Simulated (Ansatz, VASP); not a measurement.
## CsH in VASP and in Ansatz

File POSCAR:

```
CsH
1.0
    0.0000000000      3.1880000000      3.1880000000
    3.1880000000      0.0000000000      3.1880000000
    3.1880000000      3.1880000000      0.0000000000
Cs H
1 1
Direct
    0.0098023839      0.0098023839     -0.0098023839
    0.5000000000      0.5000000000      0.5000000000
```

INCAR.step1

```
PREC = Accurate ; ENCUT = 520
ISMEAR = 0 ; SIGMA = 0.05
LREAL = False ; LASPH = True
NELM = 60 ; NBANDS = 12
GGA = PE ; ALGO = Normal
EDIFF = 1E-4 ; LWAVE = True
LCHARG = False
```

INCAR.step2

```
PREC = Accurate ; ENCUT = 520
EDIFF = 1E-7 ; ISMEAR = 0
SIGMA = 0.05 ; LREAL = False
LASPH = True ; NELM = 60
ALGO = Normal ; ISIF = 2
LWAVE = False ; LCHARG = True
METAGGA = R2SCAN ; LMIXTAU = True
LELF = True ; LVHAR = True
NBANDS = 12 ; ISTART = 1
```

File KPOINTS:

```
Automatic mesh
0
Gamma
  6 6 6
```

Input for Ansatz:

```yaml
crystal:
  lattice:
    - [0.0, 3.188, 3.188]
    - [3.188, 0.0, 3.188]
    - [3.188, 3.188, 0.0]
  atoms:
    - { symbol: Cs, position: [0.0098023839, 0.0098023839, -0.0098023839] }
    - { symbol: H, position: [0.5, 0.5, 0.5] }
basis:
  ecutwfc: 500
kpoints:
  mp_grid: { grid: [6, 6, 6] }
hamiltonian:
  xc: r2scan
scf:
  occupations: { method: gaussian, width: 0.05 }
output:
  forces: true
  stress: true
  eigenvalues: true
```

Change from the starting cell: all Cs atoms moved +0.062 Å, as atom 1 along Cartesian [0 0 1].

Alike in both runs: task single point; functional r2SCAN; k mesh 6 × 6 × 6; occupations gaussian, width 0.05 eV; no spin polarisation.

|  | VASP | Ansatz |
| --- | --- | --- |
| version | VASP 6.6.1 | Ansatz 0.2.0 |
| potentials or method | VASP PAW PBE potentials, release 64 (Cs_sv, H), cutoff 520 eV | scalar-relativistic, plane waves, PAW |
| valence electrons in the cell | 10 | 10 |

Ansatz gave:

- gap on the k mesh at the Fermi level (eV): 2.68
- least direct gap on the mesh (eV): 2.68
- pressure (GPa): 0.0
- rms of the force components (eV/Å): 0.022

Task: What did VASP give for the same quantities?

Result: gap on the k mesh at the Fermi level (eV): 2.67; least direct gap on the mesh (eV): 2.67; pressure (GPa): 0.0; rms of the force components (eV/Å): 0.022.

VASP's potentials were made for PBE, not for r2SCAN. Atom by atom the forces differ by 0.000 eV/Å (rms over components).

Neither program's run includes spin-orbit coupling.
